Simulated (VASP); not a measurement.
Runs of VASP 6.6.1 on Cd. The structure is that of space group Fm-3m (No. 225), or close to it. The cells are those of the table. 

```tsv
potentials or basis	spin	cell	cutoff (eV)	second run	gap on the mesh (eV)	pressure (GPa)	moment (μB)
VASP PAW PBE potentials, release 64 (Cd_sv_GW)	off	a = 3.183 Å, angles 60.0°, 1 atom	540	valence_matched	none	-2.8	-
VASP PAW PBE potentials, release 64 (Cd)	non-collinear, zero start, SOC	a = 3.183 Å, angles 60.0°, 1 atom	520	-	-	-0.5	0.00
VASP PAW PBE potentials, release 64 (Cd)	off	a = 3.183 Å, angles 60.0°, 1 atom	520	-	none	-0.4	-
VASP PAW PBE potentials, release 64 (Cd)	non-collinear, zero start, SOC	a = 3.183 Å, angles 60.0°, 1 atom	500	-	-	-0.5	0.00
VASP PAW PBE potentials, release 64 (Cd)	non-collinear, zero start, SOC	a = 3.161 Å, angles 60.0°, 1 atom	500	-	-	0.5	0.00
VASP PAW PBE potentials, release 64 (Cd)	off	a = 3.161 Å, angles 60.0°, 1 atom	500	-	none	(a)	-
```

Alike in all rows: task single point; level PBE; k mesh 4 × 4 × 4; smearing fermi-dirac 0.15 eV.

Problem. Fill in the values left out.

Solution. (a) 0.6.

Caveats: all runs use coarse meshes.

A k mesh can miss the band edges, and rows without SOC leave out spin-orbit coupling on Cd.

A gap of «none» marks levels without a gap at the run's occupations.

The runs don't all hold the same shells in valence.
